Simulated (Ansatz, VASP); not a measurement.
Two plane-wave programs on Cd2SeO

```
CELL_PARAMETERS angstrom
4.01694 0.00000 0.00000
0.00000 4.01694 0.00000
0.00000 0.00000 5.36109
ATOMIC_POSITIONS crystal
O 0.00000 0.00000 0.00000
Cd 0.00000 0.50000 0.81257
Cd 0.50000 0.00000 0.18743
Se 0.50000 0.50000 0.50000
```

Alike in both runs: task single point; functional PBE; k mesh 6 × 6 × 6; occupations fermi-dirac, width 0.02 eV; no spin polarisation.

```csv
,VASP,Ansatz
version,VASP 6.6.1,Ansatz 0.2.0
potentials or method,"VASP PAW PBE potentials, release 64 (O, Cd, Se)","plane waves, PAW"
plane-wave cutoff (eV),520,420
valence electrons in the cell,36,62
```

Ansatz gave:

* pressure (GPa): 2.4
* rms of the force components (eV/Å): 0.042

Q: Which values does VASP return?

A: Pressure (GPa): 3.0; rms of the force components (eV/Å): 0.054.

VASP's potentials hold 36 valence electrons a cell and Ansatz's 62, so a difference there can come from the potentials and not from the codes.
